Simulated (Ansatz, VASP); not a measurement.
**Hf5H in VASP and in Ansatz**

```
Hf H
1.0
     4.95641    0.00000    0.00000
    -2.47821    4.29238    0.00000
     0.00000    0.00000   21.13284
Hf H
5 1
Direct
  0.66667 0.33333 0.18928
  0.33333 0.66667 0.23715
  0.00000 0.00000 0.27634
  0.66667 0.33333 0.31643
  0.33333 0.66667 0.37065
  0.66667 0.33333 0.52680
```

Alike in both runs: task single point; functional PBE; dispersion D3(BJ); k mesh 6 × 6 × 1; occupations gaussian, width 0.1 eV; no spin polarisation.

```csv
,VASP,Ansatz
version,VASP 6.6.1,Ansatz 0.2.0
potentials or method,"VASP PAW PBE potentials, release 64 (Hf_pv, H), cutoff 520 eV","scalar-relativistic, plane waves, PAW"
valence electrons in the cell,51,131
```

Ansatz gave:

| Item | Value |
| --- | --- |
| gap on the k mesh at the Fermi level (eV) | none |
| rms of the force components (eV/Å) | 0.420 |
| work function, face that differs most (eV) | 3.33 |

Problem. Which values does VASP return?

Solution. gap on the k mesh at the Fermi level (eV): none; rms of the force components (eV/Å): 0.406; work function, face that differs most (eV): 3.33.

Atom by atom the forces differ by 0.033 eV/Å (rms over components). A gap of «none» marks a metal or a gap that the smearing closes. VASP's potentials hold 51 valence electrons a cell and Ansatz's 131, so a difference there can come from the potentials and not from the codes.

Spin-orbit coupling is off throughout.
